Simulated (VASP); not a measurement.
# BN (F-43m) in VASP: further runs

BN is run at these levels: LDA; tasks: single point.

All numbers are computed with VASP 6.6.1; they aren't measurements. Logs are shortened: lines on timing, memory, paths and dates and some standing lists are left out, and cuts for length are marked.

### Step 1. The cell of the first run

It takes space group F-43m (No. 216, cubic). Conventional cell: a = 3.563 Å, b = 3.563 Å, c = 3.563 Å, α = 90.00°, β = 90.00°, γ = 90.00°. Within 2.1 Å of B (site symmetry -43m) lie 4 N at 1.54 Å. Within 2.1 Å of N (site symmetry -43m) lie 4 B at 1.54 Å.

### Step 2. Single point, LDA

INCAR

```
SYSTEM = BN
  PREC = Accurate
  ENCUT = 600
  EDIFF = 1E-6
  ISMEAR = 0
  SIGMA = 0.01
  LREAL = .FALSE.
  LASPH = .TRUE.
  NELM = 120
  ALGO = Normal
  ISIF = 2
  LWAVE = .FALSE.
  LCHARG = .FALSE.
  NBANDS = 11
  GGA_COMPAT = .FALSE.
```

KPOINTS

```
Automatic mesh
0
G
  12 12 12
  0 0 0
```

POSCAR

```
BN
1.0
    0.0000000000      1.7817450000      1.7817450000
    1.7817450000      0.0000000000      1.7817450000
    1.7817450000      1.7817450000      0.0000000000
B N
1 1
Direct
    0.0000000000      0.0000000000      0.0000000000
    0.2500000000      0.2500000000      0.2500000000
```

Potentials or basis: VASP PAW LDA potentials, release 64 (B, N).

On the command line:

```bash
$ cat potpaw_LDA.64/B/POTCAR potpaw_LDA.64/N/POTCAR > POTCAR
$ mpirun -np 1 vasp_std > vasp.out
```

OUTCAR:

```text
SYSTEM = BN
   PREC = Accurate
   ENCUT = 600
   EDIFF = 1E-6
   ISMEAR = 0
   LREAL = .FALSE.
   LASPH = .TRUE.
   NELM = 120
   ISIF = 2

 ion  position               nearest neighbor table
   1  0.000  0.000  0.000-   2 1.54   2 1.54   2 1.54   2 1.54
   2  0.250  0.250  0.250-   1 1.54   1 1.54   1 1.54   1 1.54

  LATTYP: Found a face centered cubic cell.
 ALAT       =     3.5634900000

  Lattice vectors:

 A1 = (   0.0000000000,   1.7817450000,   1.7817450000)
 A2 = (   1.7817450000,   0.0000000000,   1.7817450000)
 A3 = (   1.7817450000,   1.7817450000,   0.0000000000)

Analysis of symmetry for initial positions (statically):
=====================================================================
 Subroutine PRICEL returns:
 Original cell was already a primitive cell.

 Routine SETGRP: Setting up the symmetry group for a
 face centered cubic supercell.

 Subroutine GETGRP returns: Found 24 space group operations
 (whereof 24 operations were pure point group operations)
 out of a pool of 48 trial point group operations.

The static configuration has the point symmetry T_d .

Analysis of symmetry for dynamics (positions and initial velocities):
=====================================================================
 Subroutine PRICEL returns:
 Original cell was already a primitive cell.

 Routine SETGRP: Setting up the symmetry group for a
 face centered cubic supercell.

 Subroutine GETGRP returns: Found 24 space group operations
 (whereof 24 operations were pure point group operations)
 out of a pool of 48 trial point group operations.

The dynamic configuration has the point symmetry T_d .

 Subroutine INISYM returns: Found 24 space group operations
 (whereof 24 operations are pure point group operations),
 and found     1 'primitive' translations

----------------------------------------------------------------------------------------

                                     Primitive cell

  volume of cell :      11.3127

  direct lattice vectors                    reciprocal lattice vectors
     0.000000000  1.781745000  1.781745000    -0.280623771  0.280623771  0.280623771
     1.781745000  0.000000000  1.781745000     0.280623771 -0.280623771  0.280623771
     1.781745000  1.781745000  0.000000000     0.280623771  0.280623771 -0.280623771

  length of vectors
     2.519767944  2.519767944  2.519767944     0.486054628  0.486054628  0.486054628

  position of ions in fractional coordinates (direct lattice)
     0.000000000  0.000000000  0.000000000
     0.250000000  0.250000000  0.250000000

[... 85 lines left out ...]
   TEBEG  =    0.0;   TEEND  =   0.0 temperature during run
   PSTRESS=    0.0 pullay stress
   NELECT =       8.0000    total number of electrons
   NUPDOWN=      -1.0000    fix difference up-down
   EMIN   =  10.00;   EMAX   =-10.00  energy-range for DOS
   EFERMI =   0.00;   METHOD = LEGACY
   ISMEAR =     0;   SIGMA  =   0.01  broadening in eV -4-tet -1-fermi 0-gaus
   EFERMI_NEDOS =   21; number of points for ismear=-14 and -15
   IALGO  =     38    algorithm
   IMIX   =      4    mixing-type and parameters
     AMIX     =   0.40;   BMIX     =  1.00
     AMIX_MAG =   1.60;   BMIX_MAG =  1.00
  volume/ion in A,a.u.               =       5.66        38.17
  Fermi-wavevector in a.u.,A,eV,Ry     =   1.458532  2.756226 28.943884  2.127315
  Thomas-Fermi vector in A             =   2.575205
   LORBIT       =      0    0 simple, 1 ext, 2 COOP (PROOUT), +10 PAW based schemes
   GGA     = CA    functional components
   LHFCALC =     F    Hartree Fock is set to
   AEXX    =    0.0000 exact exchange contribution
   IVDW    =     0    specifies the selected vdW correction
   LEPSILON=     F    determine dielectric tensor
   LRPA    =     F    only Hartree local field effects (RPA)
 non-spin polarized calculation
 Gauss-broadening in eV      SIGMA  =   0.01
  energy-cutoff  :      600.00
  volume of cell :       11.31
 maximum number of plane-waves:       388
   NGX =  9   NGY =  9   NGZ =  9

 number of electron       7.9999999 magnetization

 Free energy of the ion-electron system (eV)
  ---------------------------------------------------
  ext. energy  EPLUGINS =         0.00000000
  ---------------------------------------------------
  free energy    TOTEN  =       -19.41206989 eV

  energy without entropy =      -19.41206989  energy(sigma->0) =      -19.41206989

 E-fermi :   8.0413     XC(G=0): -13.3130

 val. band max:        7.9366979743   @ k =   0.0000   0.0000   0.0000
 cond. band min:      12.3299175349   @ k =   0.5000   0.5000   0.0000
 fundamental gap:      4.3932195606
 Fermi energy:         8.0412501832

 k-point     1 :       0.0000    0.0000    0.0000
  band No.  band energies     occupation
      1     -12.6286      2.00000
      2       7.9367      2.00000
      3       7.9367      2.00000
      4       7.9367      2.00000
      5      16.8233      0.00000
      6      16.8233      0.00000
      7      16.8233      0.00000
      8      19.0842      0.00000
      9      33.2477      0.00000
     10      36.2600      0.00000
     11      36.2600      0.00000
[... 309 lines left out ...]
 k-point    24 :      -0.4167    0.1667    0.0000
  band No.  band energies     occupation
      1      -7.7600      2.00000
      2      -2.4549      2.00000
      3       3.6753      2.00000
      4       5.2432      2.00000
      5      17.3342      0.00000
      6      20.3572      0.00000
      7      20.6647      0.00000
      8      24.0204      0.00000
      9      29.2190      0.00000
     10      33.6552      0.00000
     11      35.2060      0.00000

 [... further k-points ...]

------------------------ aborting loop because EDIFF is reached ----------------------------------------

  FORCE on cell =-STRESS in cart. coord.  units (eV):
  Direction    XX          YY          ZZ          XY          YZ          ZX
  --------------------------------------------------------------------------------------
  -------------------------------------------------------------------------------------
  Total        0.4750374      0.4750374      0.4750374     -0.0000000     -0.0000000      0.0000000
  in kB       67.2777947     67.2777947     67.2777947     -0.0000000     -0.0000000      0.0000000
  external PRESSURE =      67.2777947 kB  Pullay stress =       0.0000000 kB

 VOLUME and BASIS-vectors are now :
 -----------------------------------------------------------------------------
  energy-cutoff  :      600.00
  volume of cell :       11.31
      direct lattice vectors                 reciprocal lattice vectors
     0.000000000  1.781745000  1.781745000    -0.280623771  0.280623771  0.280623771
     1.781745000  0.000000000  1.781745000     0.280623771 -0.280623771  0.280623771
     1.781745000  1.781745000  0.000000000     0.280623771  0.280623771 -0.280623771

 POSITION                                       TOTAL-FORCE (eV/Angst)
 -----------------------------------------------------------------------------------
      0.00000      0.00000      0.00000         0.000000      0.000000      0.000000
      0.89087      0.89087      0.89087        -0.000000     -0.000000     -0.000000
 -----------------------------------------------------------------------------------
    total drift:                               -0.000000     -0.000000     -0.000000

  FREE ENERGIE OF THE ION-ELECTRON SYSTEM (eV)
  ---------------------------------------------------
  free  energy   TOTEN  =       -19.4120698896 eV

  energy  without entropy=      -19.4120698896  energy(sigma->0) =      -19.41206989
```

OSZICAR:

```text
N       E                     dE             d eps       ncg     rms          rms(c)
DAV:   1     0.107482154983E+02    0.10748E+02   -0.54549E+03  1640   0.810E+02
DAV:   2    -0.200919656671E+02   -0.30840E+02   -0.30037E+02  1887   0.166E+02
DAV:   3    -0.206235922357E+02   -0.53163E+00   -0.53053E+00  1869   0.178E+01
DAV:   4    -0.206242032793E+02   -0.61104E-03   -0.61103E-03  1701   0.731E-01
DAV:   5    -0.206242037992E+02   -0.51998E-06   -0.51999E-06  1827   0.211E-02    0.673E+00
DAV:   6    -0.195695800855E+02    0.10546E+01   -0.32059E+00  1587   0.103E+01    0.320E+00
DAV:   7    -0.194450143365E+02    0.12457E+00   -0.10303E-01  1815   0.262E+00    0.181E+00
DAV:   8    -0.194122329050E+02    0.32781E-01   -0.46595E-02  1767   0.148E+00    0.195E-01
DAV:   9    -0.194120854152E+02    0.14749E-03   -0.89343E-04  1728   0.268E-01    0.842E-02
DAV:  10    -0.194120694346E+02    0.15981E-04   -0.43598E-05  1788   0.615E-02    0.147E-02
DAV:  11    -0.194120698896E+02   -0.45501E-06   -0.11284E-06  1143   0.776E-03
   1 F= -.19412070E+02 E0= -.19412070E+02  d E =-.329051E-52
```

stdout:

```text
POSCAR found type information on POSCAR B N
 POSCAR found :  2 types and       2 ions
 scaLAPACK will be used
 LDA part: xc-table for (Slater(with rela. corr.)+CA(PZ))
 , standard interpolation
 POSCAR, INCAR and KPOINTS ok, starting setup
 FFT: planning ... GRIDC
 FFT: planning ... GRID_SOFT
 FFT: planning ... GRID
 WAVECAR not read
 entering main loop
```

It took 6.5 s on 1 thread of Intel Xeon Platinum 8259CL at 2.50GHz (Skylake/Cascade Lake), shared host; peak memory 0.12 GiB.

Results:

```yaml
Free_energy: -19.4121 eV
Pressure: 6.7 GPa
Band_gap_on_the_k_mesh: 4.39 eV (least direct gap 8.89 eV)
```

Caveat: the cell stands under pressure.

### Step 3. Single point, LDA

This run uses another cell than the first one, of 5.57 Å³/atom.

INCAR

```
SYSTEM = BN
  PREC = Accurate
  ENCUT = 600
  EDIFF = 1E-6
  ISMEAR = 0
  SIGMA = 0.01
  LREAL = .False.
  LASPH = .True.
  NELM = 120
  ALGO = Normal
  ISIF = 2
  LWAVE = .False.
  LCHARG = .True.
  GGA = CA
  LELF = .True.
  LVHAR = .True.
  NBANDS = 11
  GGA_COMPAT = .False.
```

KPOINTS

```
Automatic mesh
0
Gamma
  12 12 12
  0 0 0
```

POSCAR

```
BN
1.0
    0.0000000000      1.7727825000      1.7727825000
    1.7727825000      0.0000000000      1.7727825000
    1.7727825000      1.7727825000      0.0000000000
B N
1 1
Direct
    0.0000000000      0.0000000000      0.0000000000
    0.2500000000      0.2500000000      0.2500000000
```

Potentials or basis: VASP PAW LDA potentials, release 64 (B, N).

On the command line:

```bash
$ cat potpaw_LDA.64/B/POTCAR potpaw_LDA.64/N/POTCAR > POTCAR
$ mpirun -np 1 vasp_std > vasp.out
```

OUTCAR:

```text
SYSTEM = BN
   PREC = Accurate
   ENCUT = 600
   EDIFF = 1E-6
   ISMEAR = 0
   LREAL = .False.
   LASPH = .True.
   NELM = 120
   ISIF = 2
   GGA = CA

 ion  position               nearest neighbor table
   1  0.000  0.000  0.000-   2 1.54   2 1.54   2 1.54   2 1.54
   2  0.250  0.250  0.250-   1 1.54   1 1.54   1 1.54   1 1.54

  LATTYP: Found a face centered cubic cell.
 ALAT       =     3.5455650000

  Lattice vectors:

 A1 = (   0.0000000000,   1.7727825000,   1.7727825000)
[... 521 lines left out ...]

------------------------ aborting loop because EDIFF is reached ----------------------------------------

  FORCE on cell =-STRESS in cart. coord.  units (eV):
  Direction    XX          YY          ZZ          XY          YZ          ZX
  --------------------------------------------------------------------------------------
  -------------------------------------------------------------------------------------
  Total        0.9296061      0.9296061      0.9296061     -0.0000000      0.0000000      0.0000000
  in kB      133.6636142    133.6636142    133.6636142     -0.0000000      0.0000000      0.0000000
  external PRESSURE =     133.6636142 kB  Pullay stress =       0.0000000 kB

 VOLUME and BASIS-vectors are now :
 -----------------------------------------------------------------------------
  energy-cutoff  :      600.00
  volume of cell :       11.14
      direct lattice vectors                 reciprocal lattice vectors
     0.000000000  1.772782500  1.772782500    -0.282042495  0.282042495  0.282042495
     1.772782500  0.000000000  1.772782500     0.282042495 -0.282042495  0.282042495
     1.772782500  1.772782500  0.000000000     0.282042495  0.282042495 -0.282042495

 POSITION                                       TOTAL-FORCE (eV/Angst)
 -----------------------------------------------------------------------------------
      0.00000      0.00000      0.00000         0.000000      0.000000      0.000000
      0.88639      0.88639      0.88639        -0.000000     -0.000000     -0.000000
 -----------------------------------------------------------------------------------
    total drift:                               -0.000000     -0.000000     -0.000000

  FREE ENERGIE OF THE ION-ELECTRON SYSTEM (eV)
  ---------------------------------------------------
  free  energy   TOTEN  =       -19.4009958939 eV

  energy  without entropy=      -19.4009958939  energy(sigma->0) =      -19.40099589
```

OSZICAR:

```text
N       E                     dE             d eps       ncg     rms          rms(c)
DAV:   1     0.106106728991E+02    0.10611E+02   -0.55021E+03  1632   0.812E+02
DAV:   2    -0.201378791779E+02   -0.30749E+02   -0.29928E+02  1872   0.166E+02
DAV:   3    -0.206431262538E+02   -0.50525E+00   -0.50417E+00  1854   0.175E+01
DAV:   4    -0.206436171178E+02   -0.49086E-03   -0.49086E-03  1719   0.693E-01
DAV:   5    -0.206436175428E+02   -0.42504E-06   -0.42501E-06  1821   0.194E-02    0.681E+00
DAV:   6    -0.195650960345E+02    0.10785E+01   -0.31918E+00  1596   0.104E+01    0.325E+00
DAV:   7    -0.194343104112E+02    0.13079E+00   -0.11087E-01  1821   0.270E+00    0.183E+00
DAV:   8    -0.194011568893E+02    0.33154E-01   -0.47350E-02  1767   0.150E+00    0.202E-01
DAV:   9    -0.194010111584E+02    0.14573E-03   -0.87938E-04  1728   0.269E-01    0.851E-02
DAV:  10    -0.194009954490E+02    0.15709E-04   -0.42013E-05  1773   0.607E-02    0.148E-02
DAV:  11    -0.194009958939E+02   -0.44490E-06   -0.10857E-06  1161   0.766E-03
   1 F= -.19400996E+02 E0= -.19400996E+02  d E =-.957973E-52
```

Run time: 6.8 s. Hardware: 1 thread of Intel Xeon Platinum 8259CL at 2.50GHz (Skylake/Cascade Lake), shared host; peak memory 0.12 GiB.

Results:

* Free energy: -19.4010 eV
* Pressure: 13.4 GPa
* Band gap on the k mesh: 4.41 eV (least direct gap 8.96 eV)

Caveat: the cell stands under pressure.
